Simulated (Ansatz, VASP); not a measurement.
## CuI: VASP beside Ansatz

```
Cu I
1.0
     2.02957    1.17177    3.34389
    -2.02957    1.17177    3.34389
     0.00000   -2.34354    3.34389
Cu I
1 1
Cartesian
  0.0000 0.0000 5.0158
  0.0000 0.0000 0.0000
```

Alike in both runs: task relaxation of cell and atoms; functional PBE; k mesh 18 × 18 × 18; occupations gaussian, width 0.1 eV; no spin polarisation.

```csv
,VASP,Ansatz
version,VASP 6.6.1,Ansatz 0.2.0
potentials or method,"VASP PAW PBE potentials, release 64 (Cu, I), cutoff 600 eV","scalar-relativistic, plane waves, PAW"
valence electrons in the cell,18,36
```

|  | VASP | Ansatz | Ansatz less VASP |
| --- | --- | --- | --- |
| gap on the k mesh at the Fermi level, each at its own relaxed structure (eV) | none | none | - |
| relaxed volume (Å³/atom) | 23.60 | 23.58 | -0.018 |
| relaxed cell length with the largest relative difference (Å) | 4.057 | 4.056 | -0.0013 |

A gap of «none» marks a metal or a gap that the smearing closes. VASP's potentials hold 18 valence electrons a cell and Ansatz's 36, so a difference there can come from the potentials and not from the codes.

Neither program's run includes spin-orbit coupling.
